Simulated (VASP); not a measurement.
# KBr (rock salt type) (R3m) in VASP: a series of runs

KBr (rock salt type) is run at these levels: HSE06; tasks: single point.

Everything below comes from runs of VASP 6.6.1. Logs are shortened: lines on timing, memory, paths and dates and some standing lists are left out, and cuts for length are marked.

### 1 The cell of the first run

The structure is trigonal, space group R3m (No. 160). The conventional cell has a = 4.738 Å, b = 4.738 Å, c = 11.605 Å, α = 90.00°, β = 90.00°, γ = 120.00°. Within 4.4 Å of K (site symmetry 3m) lie 6 Br at 3.32 to 3.38 Å. Br (site symmetry 3m) has 6 K at 3.32 to 3.38 Å within 4.4 Å.

### 2 Single point, HSE06

Input file POSCAR:

```
KBr
1.0
    0.0000000000      3.3500000000      3.3500000000
    3.3500000000      0.0000000000      3.3500000000
    3.3500000000      3.3500000000      0.0000000000
K Br
1 1
Direct
    0.0051703009      0.0051703009      0.0051703009
    0.5000000000      0.5000000000      0.5000000000
```

Input file INCAR.step1:

```
SYSTEM = KBr
PREC = Accurate ; ENCUT = 520
EDIFF = 1E-5 ; ISMEAR = -1
SIGMA = 0.05 ; LREAL = .False.
LASPH = .True. ; NELM = 80
ALGO = Normal ; ISIF = 2
LWAVE = .True. ; LCHARG = .False.
GGA = PE ; NBANDS = 15
```

Input file INCAR.step2:

```
SYSTEM = KBr
PREC = Accurate ; ENCUT = 520
EDIFF = 1E-7 ; ISMEAR = -1
SIGMA = 0.05 ; LREAL = .False.
LASPH = .True. ; NELM = 80
ALGO = Normal ; ISIF = 2
LWAVE = .False. ; LCHARG = .False.
GGA = PE ; LHFCALC = .True.
HFSCREEN = 0.2079 ; PRECFOCK = Normal
ISTART = 1 ; NBANDS = 15
```

Input file KPOINTS:

```
regular mesh
0
Gamma
  4 4 4
  0 0 0
```

Potentials or basis: VASP PAW PBE potentials, release 64 (K_sv, Br).

The run is started by

```bash
> cat potpaw_PBE.64/K_sv/POTCAR potpaw_PBE.64/Br/POTCAR > POTCAR
> cp INCAR.step1 INCAR
> mpirun -np 1 vasp_std > vasp.out
> cp INCAR.step2 INCAR
> mpirun -np 1 vasp_std > vasp.out
```

OUTCAR:

```text
SYSTEM = KBr
   PREC = Accurate
   ENCUT = 520
   EDIFF = 1E-7
   ISMEAR = -1
   LREAL = .False.
   LASPH = .True.
   NELM = 80
   ISIF = 2
   GGA = PE
   LHFCALC = .True.
   HFSCREEN = 0.2079
   PRECFOCK = Normal
   ISTART = 1

 ion  position               nearest neighbor table
   1  0.005  0.005  0.005-
   2  0.500  0.500  0.500-

  LATTYP: Found a face centered cubic cell.
 ALAT       =     6.7000000000

  Lattice vectors:

 A1 = (   0.0000000000,   3.3500000000,   3.3500000000)
 A2 = (   3.3500000000,   0.0000000000,   3.3500000000)
 A3 = (   3.3500000000,   3.3500000000,   0.0000000000)

Analysis of symmetry for initial positions (statically):
=====================================================================
 Subroutine PRICEL returns:
 Original cell was already a primitive cell.

 Routine SETGRP: Setting up the symmetry group for a
 face centered cubic supercell.

 Subroutine GETGRP returns: Found  6 space group operations
 (whereof  6 operations were pure point group operations)
 out of a pool of 48 trial point group operations.

The static configuration has the point symmetry C_3v.

Analysis of symmetry for dynamics (positions and initial velocities):
=====================================================================
 Subroutine PRICEL returns:
 Original cell was already a primitive cell.

 Routine SETGRP: Setting up the symmetry group for a
 face centered cubic supercell.

 Subroutine GETGRP returns: Found  6 space group operations
 (whereof  6 operations were pure point group operations)
 out of a pool of 48 trial point group operations.

The dynamic configuration has the point symmetry C_3v.

 Subroutine INISYM returns: Found  6 space group operations
 (whereof  6 operations are pure point group operations),
 and found     1 'primitive' translations

----------------------------------------------------------------------------------------

                                     Primitive cell

  volume of cell :      75.1908

  direct lattice vectors                    reciprocal lattice vectors
     0.000000000  3.350000000  3.350000000    -0.149253731  0.149253731  0.149253731
     3.350000000  0.000000000  3.350000000     0.149253731 -0.149253731  0.149253731
     3.350000000  3.350000000  0.000000000     0.149253731  0.149253731 -0.149253731
[... 86 lines left out ...]
   EFERMI =   0.00;   METHOD = LEGACY
   ISMEAR =    -1;   SIGMA  =   0.05  broadening in eV -4-tet -1-fermi 0-gaus
   EFERMI_NEDOS =   21; number of points for ismear=-14 and -15
   IALGO  =     38    algorithm
   IMIX   =      1    mixing-type and parameters
     AMIX     =   0.40;   BMIX     =  1.00
     AMIX_MAG =   1.60;   BMIX_MAG =  1.00
  volume/ion in A,a.u.               =      37.60       253.71
  Fermi-wavevector in a.u.,A,eV,Ry     =   0.977372  1.846966 12.997055  0.955257
  Thomas-Fermi vector in A             =   2.108065
   LORBIT       =      0    0 simple, 1 ext, 2 COOP (PROOUT), +10 PAW based schemes
   GGA     = PE    functional components
   LHFCALC =     T    Hartree Fock is set to
   PRECFOCK=normal    Normal, Fast or Accurate (Low or Medium for compatibility)
   ENCUT4O =  -1.0   cutoff for four orbital integrals eV
   NKREDX  =     1    reduce k-point grid by
   NKREDY  =     1    reduce k-point grid by
   NKREDZ  =     1    reduce k-point grid by
   AEXX    =    0.2500 exact exchange contribution
   HFSCREEN=    0.2079 screening length (either q_TF or 0.3 A-1)
   HFSCREENC=   0.2079 screening length for correlation (either q_TF or 0.3 A-1)
   ENCUTFOCK=  -1.0 apply spherical cutoff to Coloumb kernel
   IVDW    =     0    specifies the selected vdW correction
   LEPSILON=     F    determine dielectric tensor
   LRPA    =     F    only Hartree local field effects (RPA)
 non-spin polarized calculation
  energy-cutoff  :      520.00
  volume of cell :       75.19
 maximum number of plane-waves:      2085
  NGX = 28; NGY = 28; NGZ = 28

 number of electron      16.0000001 magnetization

 Free energy of the ion-electron system (eV)
  ---------------------------------------------------
  ext. energy  EPLUGINS =         0.00000000
  ---------------------------------------------------
  free energy    TOTEN  =        -7.17033327 eV

  energy without entropy =       -7.17033327  energy(sigma->0) =       -7.17033327

 E-fermi :  -1.5967     XC(G=0):  -6.0399

 val. band max:       -2.7826521063   @ k =   0.0000   0.0000   0.0000
 cond. band min:       2.6892111049   @ k =   0.0000   0.0000   0.0000
 fundamental gap:      5.4718632112
 Fermi energy:        -1.5967355385

 k-point     1 :       0.0000    0.0000    0.0000
  band No.  band energies     occupation
      1     -32.8487      2.00000
      2     -16.0497      2.00000
      3     -14.9693      2.00000
      4     -14.9693      2.00000
      5     -14.9683      2.00000
      6      -2.7833      2.00000
      7      -2.7833      2.00000
      8      -2.7827      2.00000
      9       2.6892      0.00000
     10       6.1655      0.00000
     11       6.1655      0.00000
     12       6.1719      0.00000
     13       7.0934      0.00000
     14       7.0934      0.00000
[... 203 lines left out ...]
      2     -16.0398      2.00000
      3     -15.0229      2.00000
      4     -15.0224      2.00000
      5     -14.8768      2.00000
      6      -3.3655      2.00000
      7      -3.3649      2.00000
      8      -3.2933      2.00000
      9       5.8031      0.00000
     10       5.8042      0.00000
     11       6.6250      0.00000
     12       7.5219      0.00000
     13       9.1955      0.00000
     14       9.6352      0.00000
     15       9.7806      0.00000

------------------------ aborting loop because EDIFF is reached ----------------------------------------

  FORCE on cell =-STRESS in cart. coord.  units (eV):
  Direction    XX          YY          ZZ          XY          YZ          ZX
  --------------------------------------------------------------------------------------
  -------------------------------------------------------------------------------------
  Total       -0.0814133     -0.0814133     -0.0814133     -0.0020078     -0.0020078     -0.0020078
  in kB       -1.7347691     -1.7347691     -1.7347691     -0.0427816     -0.0427816     -0.0427816
  external PRESSURE =      -1.7347691 kB  Pullay stress =       0.0000000 kB

 VOLUME and BASIS-vectors are now :
 -----------------------------------------------------------------------------
  energy-cutoff  :      520.00
  volume of cell :       75.19
      direct lattice vectors                 reciprocal lattice vectors
     0.000000000  3.350000000  3.350000000    -0.149253731  0.149253731  0.149253731
     3.350000000  0.000000000  3.350000000     0.149253731 -0.149253731  0.149253731
     3.350000000  3.350000000  0.000000000     0.149253731  0.149253731 -0.149253731

 POSITION                                       TOTAL-FORCE (eV/Angst)
 -----------------------------------------------------------------------------------
      0.03464      0.03464      0.03464        -0.034307     -0.034307     -0.034307
      3.35000      3.35000      3.35000         0.034307      0.034307      0.034307
 -----------------------------------------------------------------------------------
    total drift:                                0.000016      0.000017      0.000016

  FREE ENERGIE OF THE ION-ELECTRON SYSTEM (eV)
  ---------------------------------------------------
  free  energy   TOTEN  =        -7.1703332669 eV

  energy  without entropy=       -7.1703332669  energy(sigma->0) =       -7.17033327
```

OUTCAR.step1:

```text
SYSTEM = KBr
   PREC = Accurate
   ENCUT = 520
   EDIFF = 1E-5
   ISMEAR = -1
   LREAL = .False.
[... 441 lines left out ...]
      0.03464      0.03464      0.03464        -0.034411     -0.034411     -0.034411
      3.35000      3.35000      3.35000         0.034411      0.034411      0.034411
 -----------------------------------------------------------------------------------
    total drift:                               -0.000129     -0.000129     -0.000129

  FREE ENERGIE OF THE ION-ELECTRON SYSTEM (eV)
  ---------------------------------------------------
  free  energy   TOTEN  =        -6.2213826591 eV

  energy  without entropy=       -6.2213826590  energy(sigma->0) =       -6.22138266
```

OSZICAR.step1:

```text
N       E                     dE             d eps       ncg     rms          rms(c)
DAV:   1     0.956512975109E+02    0.95651E+02   -0.66389E+03   390   0.920E+02
DAV:   2    -0.362968775948E+00   -0.96014E+02   -0.90031E+02   523   0.228E+02
DAV:   3    -0.615238002085E+01   -0.57894E+01   -0.57557E+01   516   0.493E+01
DAV:   4    -0.640351010359E+01   -0.25113E+00   -0.25106E+00   614   0.924E+00
DAV:   5    -0.640549694955E+01   -0.19868E-02   -0.19868E-02   537   0.102E+00    0.290E+00
DAV:   6    -0.622330098018E+01    0.18220E+00   -0.23125E-01   516   0.225E+00    0.210E+00
DAV:   7    -0.621063623512E+01    0.12665E-01   -0.11109E-01   523   0.176E+00    0.988E-01
DAV:   8    -0.622027259457E+01   -0.96364E-02   -0.12458E-02   428   0.801E-01    0.122E-01
DAV:   9    -0.622104345520E+01   -0.77086E-03   -0.88677E-04   537   0.179E-01    0.795E-02
DAV:  10    -0.622136467236E+01   -0.32122E-03   -0.34492E-04   404   0.106E-01    0.148E-02
DAV:  11    -0.622137994450E+01   -0.15272E-04   -0.30485E-05   521   0.294E-02    0.528E-03
DAV:  12    -0.622138265907E+01   -0.27146E-05   -0.38872E-06   307   0.132E-02
   1 F= -.62213827E+01 E0= -.62213827E+01  d E =-.471312E-10
```

It took 14 min on 1 thread of Intel Xeon Platinum 8259CL at 2.50GHz (Skylake/Cascade Lake), shared host; peak memory 0.32 GiB.

Results:

- Free energy: -7.1703 eV
- Pressure: -0.2 GPa
- Largest force: 0.059 eV/Å
- Band gap on the k mesh: 5.47 eV

Forces in eV/Å, atoms in the order of the input:
```
K   -0.034 -0.034 -0.034
Br   0.034  0.034  0.034
```

Levels at points of the mesh, in eV from the valence-band top:
| k point | band 5 | band 6 | band 7 | band 8 | band 9 | band 10 | band 11 | band 12 |
| --- | --- | --- | --- | --- | --- | --- | --- | --- |
| (0.00, 0.00, 0.00) | -12.19 | 0.00 | 0.00 | 0.00 | 5.47 | 8.95 | 8.95 | 8.95 |
| (0.50, 0.00, 0.00) | -11.95 | -1.14 | -0.31 | -0.30 | 7.64 | 9.39 | 11.13 | 11.16 |
| (0.50, 0.50, 0.50) | -11.95 | -1.14 | -0.31 | -0.31 | 7.64 | 9.40 | 11.19 | 11.19 |
| (0.50, 0.50, 0.00) | -12.22 | -0.81 | -0.29 | -0.29 | 7.11 | 8.31 | 10.50 | 10.89 |

Caveat: the PAW data sets were made with another functional, which shifts forces and pressure a little.

### 3 Single point, HSE06

POSCAR is that of step 2.

Input file INCAR.step1:

```
ALGO = Normal ; EDIFF = 1E-5
ENCUT = 520 ; GGA = PE
ISIF = 2 ; ISMEAR = -1
LASPH = T ; LCHARG = F
LREAL = F ; LWAVE = T
NBANDS = 15 ; NELM = 80
PREC = Accurate ; SIGMA = 0.05
```

Input file INCAR.step2:

```
ALGO = Normal ; EDIFF = 1E-6
ENCUT = 520 ; GGA = PE
HFSCREEN = 0.2079 ; ISIF = 2
ISMEAR = -1 ; ISTART = 1
LASPH = T ; LCHARG = F
LHFCALC = T ; LREAL = F
LWAVE = F ; NBANDS = 15
NELM = 80 ; PREC = Accurate
PRECFOCK = Normal ; SIGMA = 0.05
```

Input file KPOINTS:

```
k-points
0
Gamma
  4 4 4
```

Potentials or basis: VASP PAW PBE potentials, release 64 (K_sv, Br).

The run is started by

```bash
> cat potpaw_PBE.64/K_sv/POTCAR potpaw_PBE.64/Br/POTCAR > POTCAR
> cp INCAR.step1 INCAR
> mpirun -np 1 vasp_std > vasp.out
> cp INCAR.step2 INCAR
> mpirun -np 1 vasp_std > vasp.out
```

OUTCAR:

```text
EDIFF = 1E-6
   ENCUT = 520
   GGA = PE
   HFSCREEN = 0.2079
   ISIF = 2
   ISMEAR = -1
   ISTART = 1
   LASPH = T
   LHFCALC = T
   LREAL = F
   NELM = 80
   PREC = Accurate
   PRECFOCK = Normal

 ion  position               nearest neighbor table
   1  0.005  0.005  0.005-
   2  0.500  0.500  0.500-

  LATTYP: Found a face centered cubic cell.
 ALAT       =     6.7000000000

  Lattice vectors:

 A1 = (   0.0000000000,   3.3500000000,   3.3500000000)
 A2 = (   3.3500000000,   0.0000000000,   3.3500000000)
 A3 = (   3.3500000000,   3.3500000000,   0.0000000000)

Analysis of symmetry for initial positions (statically):
=====================================================================
 Subroutine PRICEL returns:
 Original cell was already a primitive cell.

 Routine SETGRP: Setting up the symmetry group for a
 face centered cubic supercell.

 Subroutine GETGRP returns: Found  6 space group operations
 (whereof  6 operations were pure point group operations)
 out of a pool of 48 trial point group operations.

The static configuration has the point symmetry C_3v.

Analysis of symmetry for dynamics (positions and initial velocities):
=====================================================================
 Subroutine PRICEL returns:
 Original cell was already a primitive cell.

 Routine SETGRP: Setting up the symmetry group for a
 face centered cubic supercell.

 Subroutine GETGRP returns: Found  6 space group operations
 (whereof  6 operations were pure point group operations)
 out of a pool of 48 trial point group operations.

The dynamic configuration has the point symmetry C_3v.

 Subroutine INISYM returns: Found  6 space group operations
 (whereof  6 operations are pure point group operations),
 and found     1 'primitive' translations

[... 116 lines left out ...]
   HFSCREENC=   0.2079 screening length for correlation (either q_TF or 0.3 A-1)
   ENCUTFOCK=  -1.0 apply spherical cutoff to Coloumb kernel
   IVDW    =     0    specifies the selected vdW correction
   LEPSILON=     F    determine dielectric tensor
   LRPA    =     F    only Hartree local field effects (RPA)
 non-spin polarized calculation
  energy-cutoff  :      520.00
  volume of cell :       75.19
 maximum number of plane-waves:      2085
  NGX = 28; NGY = 28; NGZ = 28

 number of electron      16.0000001 magnetization

 Free energy of the ion-electron system (eV)
  ---------------------------------------------------
  ext. energy  EPLUGINS =         0.00000000
  ---------------------------------------------------
  free energy    TOTEN  =        -7.17033320 eV

  energy without entropy =       -7.17033320  energy(sigma->0) =       -7.17033320

 E-fermi :  -1.5969     XC(G=0):  -6.0404

 val. band max:       -2.7832109669   @ k =   0.0000   0.0000   0.0000
 cond. band min:       2.6886209386   @ k =   0.0000   0.0000   0.0000
 fundamental gap:      5.4718319054
 Fermi energy:        -1.5969442005

 k-point     1 :       0.0000    0.0000    0.0000
  band No.  band energies     occupation
      1     -32.8487      2.00000
      2     -16.0502      2.00000
      3     -14.9692      2.00000
      4     -14.9692      2.00000
      5     -14.9683      2.00000
      6      -2.7839      2.00000
      7      -2.7839      2.00000
      8      -2.7832      2.00000
      9       2.6886      0.00000
     10       6.1652      0.00000
     11       6.1652      0.00000
     12       6.1715      0.00000
     13       7.0932      0.00000
     14       7.0932      0.00000
[... 203 lines left out ...]
      2     -16.0402      2.00000
      3     -15.0228      2.00000
      4     -15.0223      2.00000
      5     -14.8768      2.00000
      6      -3.3661      2.00000
      7      -3.3654      2.00000
      8      -3.2938      2.00000
      9       5.8024      0.00000
     10       5.8036      0.00000
     11       6.6246      0.00000
     12       7.5216      0.00000
     13       9.1952      0.00000
     14       9.6351      0.00000
     15       9.7805      0.00000

------------------------ aborting loop because EDIFF is reached ----------------------------------------

  FORCE on cell =-STRESS in cart. coord.  units (eV):
  Direction    XX          YY          ZZ          XY          YZ          ZX
  --------------------------------------------------------------------------------------
  -------------------------------------------------------------------------------------
  Total       -0.0815716     -0.0815716     -0.0815716     -0.0020050     -0.0020050     -0.0020050
  in kB       -1.7381407     -1.7381407     -1.7381407     -0.0427226     -0.0427226     -0.0427226
  external PRESSURE =      -1.7381407 kB  Pullay stress =       0.0000000 kB

 VOLUME and BASIS-vectors are now :
 -----------------------------------------------------------------------------
  energy-cutoff  :      520.00
  volume of cell :       75.19
      direct lattice vectors                 reciprocal lattice vectors
     0.000000000  3.350000000  3.350000000    -0.149253731  0.149253731  0.149253731
     3.350000000  0.000000000  3.350000000     0.149253731 -0.149253731  0.149253731
     3.350000000  3.350000000  0.000000000     0.149253731  0.149253731 -0.149253731

 POSITION                                       TOTAL-FORCE (eV/Angst)
 -----------------------------------------------------------------------------------
      0.03464      0.03464      0.03464        -0.034291     -0.034291     -0.034291
      3.35000      3.35000      3.35000         0.034291      0.034291      0.034291
 -----------------------------------------------------------------------------------
    total drift:                                0.000021      0.000021      0.000020

  FREE ENERGIE OF THE ION-ELECTRON SYSTEM (eV)
  ---------------------------------------------------
  free  energy   TOTEN  =        -7.1703331985 eV

  energy  without entropy=       -7.1703331985  energy(sigma->0) =       -7.17033320
```

OUTCAR.step1:

```text
EDIFF = 1E-5
   ENCUT = 520
   GGA = PE
   ISIF = 2
   ISMEAR = -1
[... 440 lines left out ...]
 -----------------------------------------------------------------------------------
      0.03464      0.03464      0.03464        -0.034411     -0.034411     -0.034411
      3.35000      3.35000      3.35000         0.034411      0.034411      0.034411
 -----------------------------------------------------------------------------------
    total drift:                               -0.000129     -0.000129     -0.000129

  FREE ENERGIE OF THE ION-ELECTRON SYSTEM (eV)
  ---------------------------------------------------
  free  energy   TOTEN  =        -6.2213826591 eV

  energy  without entropy=       -6.2213826590  energy(sigma->0) =       -6.22138266
```

OSZICAR.step1:

```text
N       E                     dE             d eps       ncg     rms          rms(c)
DAV:   1     0.956512975109E+02    0.95651E+02   -0.66389E+03   390   0.920E+02
DAV:   2    -0.362968775948E+00   -0.96014E+02   -0.90031E+02   523   0.228E+02
DAV:   3    -0.615238002085E+01   -0.57894E+01   -0.57557E+01   516   0.493E+01
DAV:   4    -0.640351010359E+01   -0.25113E+00   -0.25106E+00   614   0.924E+00
DAV:   5    -0.640549694955E+01   -0.19868E-02   -0.19868E-02   537   0.102E+00    0.290E+00
DAV:   6    -0.622330098018E+01    0.18220E+00   -0.23125E-01   516   0.225E+00    0.210E+00
DAV:   7    -0.621063623512E+01    0.12665E-01   -0.11109E-01   523   0.176E+00    0.988E-01
DAV:   8    -0.622027259457E+01   -0.96364E-02   -0.12458E-02   428   0.801E-01    0.122E-01
DAV:   9    -0.622104345520E+01   -0.77086E-03   -0.88677E-04   537   0.179E-01    0.795E-02
DAV:  10    -0.622136467236E+01   -0.32122E-03   -0.34492E-04   404   0.106E-01    0.148E-02
DAV:  11    -0.622137994450E+01   -0.15272E-04   -0.30485E-05   521   0.294E-02    0.528E-03
DAV:  12    -0.622138265907E+01   -0.27146E-05   -0.38872E-06   307   0.132E-02
   1 F= -.62213827E+01 E0= -.62213827E+01  d E =-.471312E-10
```

Run time: 12 min. Hardware: 1 thread of Intel Xeon Platinum 8259CL at 2.50GHz (Skylake/Cascade Lake), shared host; peak memory 0.32 GiB.

What came out:

| Item | Value |
| --- | --- |
| Free energy | -7.1703 eV |
| Pressure | -0.2 GPa |
| Largest force | 0.059 eV/Å |
| Band gap on the k mesh | 5.47 eV |

Forces in eV/Å, atoms in the order of the input:
```
K   -0.034 -0.034 -0.034
Br   0.034  0.034  0.034
```

Levels at points of the mesh, in eV from the valence-band top:
```tsv
k point	band 5	band 6	band 7	band 8	band 9	band 10	band 11	band 12
(0.00, 0.00, 0.00)	-12.19	0.00	0.00	0.00	5.47	8.95	8.95	8.95
(0.50, 0.00, 0.00)	-11.95	-1.14	-0.31	-0.30	7.64	9.39	11.13	11.16
(0.50, 0.50, 0.50)	-11.95	-1.14	-0.31	-0.31	7.64	9.40	11.19	11.19
(0.50, 0.50, 0.00)	-12.22	-0.81	-0.29	-0.29	7.11	8.31	10.49	10.89
```

Caveat: the PAW data sets were made with another functional, which shifts forces and pressure a little.
